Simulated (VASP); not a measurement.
A run of VASP 6.6.1 is set up as follows.

The input INCAR:

```
SYSTEM = NbC
  ALGO = Normal
  EDIFF = 1E-6
  ENCUT = 600
  GGA = RE
  GGA_COMPAT = .FALSE.
  ISIF = 2
  ISMEAR = 0
  LASPH = .TRUE.
  LCHARG = .FALSE.
  LREAL = .FALSE.
  LWAVE = .FALSE.
  NBANDS = 16
  NELM = 120
  PREC = Accurate
  SIGMA = 0.05
```

The input KPOINTS:

```
k-points
0
G
  10 10 10
  0 0 0
```

POSCAR

```
NbC
1.0
    0.0000000000      2.2487533527      2.2487533527
    2.2487533527      0.0000000000      2.2487533527
    2.2487533527      2.2487533527      0.0000000000
Nb C
1 1
Direct
    0.0000000000      0.0000000000      0.0000000000
    0.5000000000      0.5000000000      0.5000000000
```

Potentials or basis: VASP PAW PBE potentials, release 64 (Nb_sv, C).

Run with:

```bash
$ cat potpaw_PBE.64/Nb_sv/POTCAR potpaw_PBE.64/C/POTCAR > POTCAR
$ mpirun -np 1 vasp_std > vasp.out
```

Q: Estimate the pressure.

A: -0.6 GPa.

Caveat: the PAW data sets were made with another functional, which shifts forces and pressure a little.
